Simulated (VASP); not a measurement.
Wanted: the native input for a VASP 6.6.1 run.

```
Task                   : single point
Functional             : PBE
Potentials or basis    : VASP PAW PBE potentials, release 64 (Mg, Cd, Se)
Cutoff                 : 520 eV
k mesh                 : 2 × 2 × 2
Occupations            : gaussian, width 0.1 eV
Spin                   : no spin polarisation
Dipole correction      : no
Further INCAR settings : LREAL = Auto; ALGO = Normal; EDIFF = 1e-06; NBANDS = 56
```

The structure of Mg3CdSe4 lies in POSCAR:

```
Mg3CdSe4
1.0
    0.0024118434     -0.0006043999     -6.9433296994
    0.0000091672     -7.4051589193     -0.0006859764
   -8.5797501884      0.0003450856      0.0027698412
Mg Cd Se
6 2 8
Direct
    0.0016185499      0.6662282440      0.7497101528
    0.0015577205      0.6650909791      0.2497373456
    0.5015001047      0.8316144336      0.0011173099
    0.0008894350      0.1679810365      0.4986791127
    0.5018732639      0.3342437686      0.2499909545
    0.5012614401      0.3345125477      0.7506796326
    0.4994774433      0.8353855728      0.5016536493
    0.0004549173      0.1651373700     -0.0016728528
    0.1130119009      0.8338554936      0.4996100591
    0.1275447473      0.8232883749     -0.0000993856
    0.6275940650      0.6639363646      0.7565969931
    0.6275717383      0.6640745785      0.2460907797
    0.1273926131      0.3368596422      0.7433627447
    0.1279471676      0.3355712368      0.2539871584
    0.6132619908      0.1655960581      0.0000294233
    0.6270429019      0.1766242989      0.5005269228
```

One way to write it, as run:

INCAR

```
PREC = Accurate ; ENCUT = 520
EDIFF = 1E-6 ; ISMEAR = 0
SIGMA = 0.1 ; LREAL = Auto
LASPH = T ; NELM = 60
ALGO = Normal ; ISIF = 2
LWAVE = F ; LCHARG = F
GGA = PE ; NBANDS = 56
```

KPOINTS

```
Automatic mesh
0
Gamma
  2 2 2
```

Potentials or basis: VASP PAW PBE potentials, release 64 (Mg, Cd, Se).

Command:

```sh
$ cat potpaw_PBE.64/Mg/POTCAR potpaw_PBE.64/Cd/POTCAR potpaw_PBE.64/Se/POTCAR > POTCAR
$ mpirun -np 1 vasp_std > vasp.out
```

It gave:

* Pressure: 0.1 GPa
* Largest force: 0.051 eV/Å
* Band gap on the k mesh: 2.02 eV

Caveat: the k points lie up to 0.45 Å⁻¹ apart.

Wall time 5.4 min on 1 thread of Intel Xeon 8259CL, with other jobs on the host, peak memory 0.5 GiB.
